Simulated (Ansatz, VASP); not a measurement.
**Two plane-wave programs on SrO**

The input INCAR:

```
ALGO = Normal ; EDIFF = 1E-7
ENCUT = 520 ; GGA = PE
ISIF = 2 ; ISMEAR = 0
LASPH = True ; LCHARG = True
LELF = True ; LREAL = False
LVHAR = True ; LWAVE = False
NBANDS = 15 ; NELM = 80
PREC = Accurate ; SIGMA = 0.05
```

File KPOINTS:

```
k-points
0
Gamma
  8 8 8
```

The input POSCAR:

```
SrO
1.0
    0.0000000000      2.4413100000      2.4413100000
    2.4413100000      0.0000000000      2.4413100000
    2.4413100000      2.4413100000      0.0000000000
Sr O
1 1
Direct
    0.0000000000      0.0000000000      0.0000000000
    0.5000000000      0.5000000000      0.5000000000
```

Input for Ansatz:

```yaml
crystal:
  lattice:
    - [0.0, 2.44131, 2.44131]
    - [2.44131, 0.0, 2.44131]
    - [2.44131, 2.44131, 0.0]
  atoms:
    - { symbol: Sr, position: [0.0, 0.0, 0.0] }
    - { symbol: O, position: [0.5, 0.5, 0.5] }
basis:
  ecutwfc: 420
kpoints:
  mp_grid: { grid: [8, 8, 8] }
hamiltonian:
  xc: pbe
scf:
  occupations: { method: gaussian, width: 0.05 }
output:
  forces: true
  stress: true
  eigenvalues: true
```

Change from the starting cell: strain -0.050 along x and y, -0.050 along z, atoms carried along.

Alike in both runs: task single point; functional PBE; k mesh 8 × 8 × 8; occupations gaussian, width 0.05 eV; no spin polarisation.

|  | VASP | Ansatz |
| --- | --- | --- |
| version | VASP 6.6.1 | Ansatz 0.2.0 |
| potentials or method | VASP PAW PBE potentials, release 64 (Sr_sv, O), cutoff 520 eV | scalar-relativistic, plane waves, PAW |
| valence electrons in the cell | 16 | 16 |

```tsv
	VASP	Ansatz	Ansatz less VASP
gap on the k mesh at the Fermi level (eV)	3.05	3.11	+0.052
least direct gap on the mesh (eV)	3.05	3.11	+0.052
pressure (GPa)	25.1	23.9	-1.19
```

The functional is the same, so the differences come from potentials, cutoffs and numerics.
